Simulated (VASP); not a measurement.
Input of a VASP 6.6.1 run:

File INCAR:

```
SYSTEM = Ta
  ALGO = Normal
  EDIFF = 1E-7
  ENCUT = 520
  GGA = PS
  ISIF = 2
  ISMEAR = 0
  LASPH = .True.
  LCHARG = .False.
  LREAL = .False.
  LWAVE = .False.
  NBANDS = 12
  NELM = 60
  PREC = Accurate
  SIGMA = 0.05
```

The input KPOINTS:

```
k-points
0
Gamma
  8 8 8
  0 0 0
```

POSCAR

```
Ta
1.0
   -1.7138403400      1.6638007000      1.6059510000
    1.6932035700     -1.6823021200      1.6038156500
    1.6862236500      1.6546854300     -1.6244524300
Ta
1
Direct
    0.0000000000      0.0000000000      0.0000000000
```

Potentials or basis: VASP PAW PBE potentials, release 64 (Ta_pv).

Command:

```console
$ cat potpaw_PBE.64/Ta_pv/POTCAR > POTCAR
$ mpirun -np 1 vasp_std > vasp.out
```

What does it give for the pressure?

-4.9 GPa.

Stress tensor (GPa, compression positive):
```
-8.13  1.23  1.05
 1.23 -5.56  0.81
 1.05  0.81 -1.12
```

Caveat: the PAW data sets were made with another functional, which shifts forces and pressure a little.
